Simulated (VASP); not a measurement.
# BC (Pnc2) in VASP: notebook, part 2 of 2

VASP 6.6.1. The steps go on from the part before.

## Step 3: Relaxation of cell and atoms, PBE

Contents of INCAR:

```
SYSTEM = BC
PREC = Accurate
ENCUT = 600
EDIFF = 1E-7
ISMEAR = 0
SIGMA = 0.1
LREAL = .FALSE.
LASPH = .TRUE.
NELM = 60
ALGO = Normal
ISIF = 3
LWAVE = .FALSE.
LCHARG = .FALSE.
GGA = PE
IBRION = 2
NSW = 90
EDIFFG = -0.04
```

Contents of KPOINTS:

```
Automatic mesh
0
G
  6 4 4
  0 0 0
```

Contents of POSCAR:

```
BC
1.0
    2.5955738700      0.0000000000      0.0000000000
    0.0000000000      4.4566806800      0.0000000000
    0.0000000000      0.0000000000      4.5336232600
B C
4 4
Direct
    0.7517375200      0.4107488200      0.9331580000
    0.2482624800      0.5892511800      0.9331580000
    0.7517375200      0.0892511800      0.4331580000
    0.2482624800      0.9107488200      0.4331580000
    0.1812587000      0.8705480100      0.1075797100
    0.8187413000      0.1294519900      0.1075797100
    0.1812587000      0.6294519900      0.6075797100
    0.8187413000      0.3705480100      0.6075797100
```

Potentials or basis: VASP PAW PBE potentials, release 64 (B, C).

The run is started by

```
> cat potpaw_PBE.64/B/POTCAR potpaw_PBE.64/C/POTCAR > POTCAR
> mpirun -np 1 vasp_std > vasp.out
```

OUTCAR:

```text
SYSTEM = BC
   PREC = Accurate
   ENCUT = 600
   EDIFF = 1E-7
   ISMEAR = 0
   LREAL = .FALSE.
   LASPH = .TRUE.
   NELM = 60
   ISIF = 3
   GGA = PE
   IBRION = 2
   NSW = 90
   EDIFFG = -0.04

 ion  position               nearest neighbor table
   1  0.752  0.411  0.933-   6 1.49   8 1.50   2 1.51   2 1.53   7 2.09
   2  0.248  0.589  0.933-   5 1.49   7 1.50   1 1.51   1 1.53   8 2.09
   3  0.752  0.089  0.433-   8 1.49   6 1.50   4 1.51   4 1.53   5 2.09
   4  0.248  0.911  0.433-   7 1.49   5 1.50   3 1.51   3 1.53   6 2.09
   5  0.181  0.871  0.108-   6 1.49   2 1.49   4 1.50   6 2.02   3 2.09
   6  0.819  0.129  0.108-   5 1.49   1 1.49   3 1.50   5 2.02   4 2.09
   7  0.181  0.629  0.608-   8 1.49   4 1.49   2 1.50   8 2.02   1 2.09
   8  0.819  0.371  0.608-   7 1.49   3 1.49   1 1.50   7 2.02   2 2.09

  LATTYP: Found a simple orthorhombic cell.
 ALAT       =     2.5955738700
 B/A-ratio  =     1.7170309547
 C/A-ratio  =     1.7466747190

  Lattice vectors:

 A1 = (   2.5955738700,   0.0000000000,   0.0000000000)
 A2 = (   0.0000000000,   4.4566806800,   0.0000000000)
 A3 = (   0.0000000000,   0.0000000000,   4.5336232600)

Analysis of symmetry for initial positions (statically):
=====================================================================
 Subroutine PRICEL returns:
 Original cell was already a primitive cell.

 Routine SETGRP: Setting up the symmetry group for a
[... 307 lines left out ...]

[... ionic steps 4 to 33 ...]

--------------------------------------- Ionic step       34  -------------------------------------------

 number of electron      28.0000003 magnetization

------------------------ aborting loop because EDIFF is reached ----------------------------------------
[... 79 lines left out ...]
--------------------------------------- Ionic step       36  -------------------------------------------

 number of electron      28.0000003 magnetization

 Free energy of the ion-electron system (eV)
  ---------------------------------------------------
  ext. energy  EPLUGINS =         0.00000000
  ---------------------------------------------------
  free energy    TOTEN  =       -59.42335383 eV

  energy without entropy =      -59.40827339  energy(sigma->0) =      -59.41581361

 E-fermi :   5.9403     XC(G=0): -11.5287

 val. band max:        5.9159644564   @ k =   0.5000   0.5000   0.2500
 cond. band min:       5.9414141970   @ k =   0.1667   0.5000   0.5000
 fundamental gap:      0.0254497405
 Fermi energy:         5.9403300086

 k-point     1 :       0.0000    0.0000    0.0000
  band No.  band energies     occupation
      1     -12.2161      2.00000
      2     -10.8320      2.00000
      3      -5.4415      2.00000
      4      -5.4175      2.00000
      5      -2.9409      2.00000
      6      -2.8022      2.00000
[... 505 lines left out ...]
      6      -1.5810      2.00000
[... 11 lines left out ...]
     18      11.0133      0.00000
     19      12.0161      0.00000

 [... further k-points ...]

------------------------ aborting loop because EDIFF is reached ----------------------------------------

  FORCE on cell =-STRESS in cart. coord.  units (eV):
  Direction    XX          YY          ZZ          XY          YZ          ZX
  --------------------------------------------------------------------------------------
  -------------------------------------------------------------------------------------
  Total       -0.0161042     -0.0388959     -0.0185384      0.0000000      0.0000000      0.0000000
  in kB       -0.4304206     -1.0395789     -0.4954801      0.0000000      0.0000000      0.0000000
  external PRESSURE =      -0.6551599 kB  Pullay stress =       0.0000000 kB
[... 23 lines left out ...]
  FREE ENERGIE OF THE ION-ELECTRON SYSTEM (eV)
  ---------------------------------------------------
  free  energy   TOTEN  =       -59.4233538282 eV

  energy  without entropy=      -59.4082733946  energy(sigma->0) =      -59.41581361

 reached required accuracy - stopping structural energy minimisation
```

OSZICAR:

```text
N       E                     dE             d eps       ncg     rms          rms(c)
DAV:   1     0.932465693842E+02    0.93247E+02   -0.15825E+04  1368   0.155E+03
DAV:   2    -0.518241586955E+02   -0.14507E+03   -0.14153E+03  1874   0.282E+02
DAV:   3    -0.572063989311E+02   -0.53822E+01   -0.52983E+01  1671   0.501E+01
[... 351 lines left out ...]
DAV:   1    -0.594233550903E+02   -0.19748E-03   -0.14589E-02  1377   0.895E-01    0.278E-02
DAV:   2    -0.594233587363E+02   -0.36459E-05   -0.18171E-04  1781   0.984E-02    0.174E-02
DAV:   3    -0.594233544280E+02    0.43083E-05   -0.28027E-05  1673   0.348E-02    0.412E-03
DAV:   4    -0.594233538977E+02    0.53024E-06   -0.35385E-06  1639   0.133E-02    0.263E-03
DAV:   5    -0.594233538282E+02    0.69555E-07   -0.83187E-07  1732   0.548E-03
  36 F= -.59423354E+02 E0= -.59415814E+02  d E =-.196238E-03
```

CONTCAR:

```text
BC
   1.00000000000000
     2.4524363246787182    0.0000000000000000    0.0000000000000000
     0.0000000000000000    4.9689132195413688    0.0000000000000000
     0.0000000000000000    0.0000000000000000    4.9192393026168917
  B               C
     4     4
Direct
     0.7499809211870226    0.3718290978844620    0.9572378851298603
     0.2500190788129772    0.6281709021155383    0.9572378851298603
     0.7499809211870226    0.1281709021155381    0.4572378851298601
     0.2500190788129772    0.8718290978844617    0.4572378851298601
     0.2500196555010961    0.9177545005886507    0.0834998248701417
     0.7499803444989037    0.0822454994113494    0.0834998248701417
     0.2500196555010961    0.5822454994113493    0.5834998248701416
     0.7499803444989037    0.4177545005886505    0.5834998248701416

  0.00000000E+00  0.00000000E+00  0.00000000E+00
  0.00000000E+00  0.00000000E+00  0.00000000E+00
  0.00000000E+00  0.00000000E+00  0.00000000E+00
  0.00000000E+00  0.00000000E+00  0.00000000E+00
  0.00000000E+00  0.00000000E+00  0.00000000E+00
  0.00000000E+00  0.00000000E+00  0.00000000E+00
  0.00000000E+00  0.00000000E+00  0.00000000E+00
  0.00000000E+00  0.00000000E+00  0.00000000E+00
```

It took 5.5 min on 1 thread of Intel Xeon 6975P-C (Granite Rapids), shared host; peak memory 0.19 GiB.

Results:

| Item | Value |
| --- | --- |
| Free energy | -59.4234 eV |
| Relaxed volume | 7.49 Å³/atom |
| Relaxed cell | a = 2.452 Å, b = 4.969 Å, c = 4.919 Å, α = 90.00°, β = 90.00°, γ = 90.00° |
| Space group after relaxing (to 0.1 Å) | Ima2 (No. 46) |
| Energy gained by relaxing | 941.0 meV/atom |
| Ionic steps | 36 |
| Pressure after relaxing | -0.1 GPa |
| Largest force after relaxing | 0.013 eV/Å |
| Band gap on the k mesh | zero (bands 14 and 15 overlap by 5.29 eV) |

Forces in eV/Å, atoms in the order of the input:
```
B    0.001 -0.004  0.010
B   -0.001  0.004  0.010
B    0.001  0.004  0.010
B   -0.001 -0.004  0.010
C   -0.003 -0.007 -0.010
C    0.003  0.007 -0.010
C   -0.003  0.007 -0.010
C    0.003 -0.007 -0.010
```

The path:
| step | energy change (eV) | largest force (eV/Å) | pressure (GPa) | volume (Å³) |
| --- | --- | --- | --- | --- |
| 1 | 0.0000 | 5.7081 | 72.01 | 52.44 |
| 2 | -2.2392 | 4.3530 | -18.79 | 78.06 |
| 3 | -4.2707 | 3.6162 | 1.87 | 65.14 |
| 4 | -2.7199 | 9.9356 | -7.07 | 71.67 |
| 5 | -4.7638 | 1.5822 | -5.68 | 67.17 |
| 6 | -4.7654 | 1.4751 | -5.41 | 67.06 |
| 7 | -5.3611 | 1.5599 | -6.31 | 65.80 |
| 8 | -5.8231 | 3.2530 | 6.76 | 61.81 |
| 9 | -5.9741 | 1.8724 | -3.79 | 63.95 |
| 10 | -6.0626 | 2.4517 | 0.97 | 62.70 |
| 11 | -6.0765 | 2.1088 | -1.08 | 63.13 |
| 12 | -6.2643 | 2.0661 | -0.36 | 62.69 |
| 13 | -6.4184 | 2.1501 | 3.33 | 61.68 |
| 14 | -6.4281 | 1.9940 | 2.06 | 61.94 |
| 15 | -6.6178 | 1.5220 | 0.33 | 62.03 |
| 16 | -6.9295 | 0.8025 | -2.66 | 62.29 |
| 17 | -6.9664 | 0.9595 | -3.15 | 62.40 |
| 18 | -7.0382 | 0.9454 | -2.45 | 62.14 |
| 19 | -7.1769 | 0.9386 | 0.86 | 61.37 |
| 20 | -7.1776 | 1.3050 | 2.24 | 61.17 |
| 21 | -7.2163 | 1.3939 | 2.70 | 61.05 |
| 22 | -7.2598 | 1.6000 | 4.13 | 60.79 |
| 23 | -7.3566 | 0.8644 | 2.06 | 60.97 |
| 24 | -7.4207 | 0.5319 | -1.02 | 61.28 |
| 25 | -7.4453 | 0.4545 | -1.24 | 61.24 |
| 26 | -7.4888 | 0.2456 | -1.81 | 61.11 |
| 27 | -7.4941 | 0.4148 | -2.05 | 61.05 |
| 28 | -7.5105 | 0.2118 | -1.17 | 60.68 |
| 29 | -7.5142 | 0.3918 | -0.45 | 60.41 |
| 30 | -7.5239 | 0.1363 | -0.06 | 60.07 |
| 31 | -7.5243 | 0.1432 | 0.05 | 59.99 |
| 32 | -7.5262 | 0.0715 | 0.09 | 59.95 |
| 33 | -7.5268 | 0.0864 | 0.15 | 59.91 |
| 34 | -7.5275 | 0.0566 | 0.09 | 59.92 |
| 35 | -7.5275 | 0.0426 | 0.10 | 59.92 |
| 36 | -7.5277 | 0.0125 | -0.07 | 59.95 |

Final structure:
```xyz
8
Lattice="2.4524 0.0000 0.0000 0.0000 4.9689 0.0000 0.0000 0.0000 4.9192" Properties=species:S:1:pos:R:3 pbc="T T T"
B     1.8393    1.8476    4.7089
B     0.6132    3.1213    4.7089
B     1.8393    0.6369    2.2493
B     0.6132    4.3320    2.2493
C     0.6132    4.5602    0.4108
C     1.8393    0.4087    0.4108
C     0.6132    2.8931    2.8704
C     1.8393    2.0758    2.8704
```

Caveat: the k points lie up to 0.43 Å⁻¹ apart in the final cell, too coarse for converged energies and pressures of a metal.

The gap in the log of VASP goes by the Fermi energy; the results here count the filled bands.